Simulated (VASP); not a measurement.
Wanted: the native input for a VASP 6.6.1 run.

```yaml
Task: single point
Functional: PBEsol
Potentials_or_basis: VASP PAW PBE potentials, release 64 (Zr_sv, S)
Cutoff: 500 eV
k_mesh: 9 × 9 × 6
Occupations: gaussian, width 0.02 eV
Spin: no spin polarisation
Dipole_correction: no
Further_INCAR_settings: ALGO = Normal; EDIFF = 1e-06; NBANDS = 19
```

The structure of ZrS2 (nod) lies in POSCAR:

```
ZrS2
1.0
    3.6278791138     -0.0000000028      0.0000000000
   -1.8139395544      3.1418354758      0.0000000000
    0.0000000000      0.0000000000      5.8863662675
Zr S
1 2
Direct
    0.0000000000      0.0000000000      0.0000000000
    0.6666666667      0.3333333333      0.7531998908
    0.3333333333      0.6666666667      0.2468001092
```

The input as run:

INCAR

```
PREC     = Accurate       # precision mode
ENCUT    = 500            # plane-wave cutoff, eV
EDIFF    = 1E-6           # SCF threshold, eV
ISMEAR   = 0              # smearing method
SIGMA    = 0.02           # smearing width, eV
LREAL    = F              # projectors in reciprocal space
LASPH    = T              # aspherical terms in the spheres
NELM     = 120            # most SCF steps
ALGO     = Normal         # electronic algorithm
ISIF     = 2              # what is computed and relaxed
LWAVE    = F              # write WAVECAR
LCHARG   = F              # write CHGCAR
GGA      = PS             # functional
NBANDS   = 19             # bands
GGA_COMPAT= F
```

KPOINTS

```
regular mesh
0
Gamma
  9 9 6
```

Potentials or basis: VASP PAW PBE potentials, release 64 (Zr_sv, S).

Run with:

```sh
$ cat potpaw_PBE.64/Zr_sv/POTCAR potpaw_PBE.64/S/POTCAR > POTCAR
$ mpirun -np 1 vasp_std > vasp.out
```

It gave:

| Item | Value |
| --- | --- |
| Pressure | 0.1 GPa |
| Largest force | 0.018 eV/Å |
| Band gap on the k mesh | 0.81 eV, indirect (least direct gap 1.55 eV) |

Caveat: the PAW data sets were made with another functional, which shifts forces and pressure a little; this functional lacks dispersion, which binds the layers, so the pressure and a relaxed spacing across them are unreliable.

It took 59 s on 1 thread of AMD EPYC 7R43 64-Core Processor (Zen 3) (shared host), peak memory 0.19 GiB.
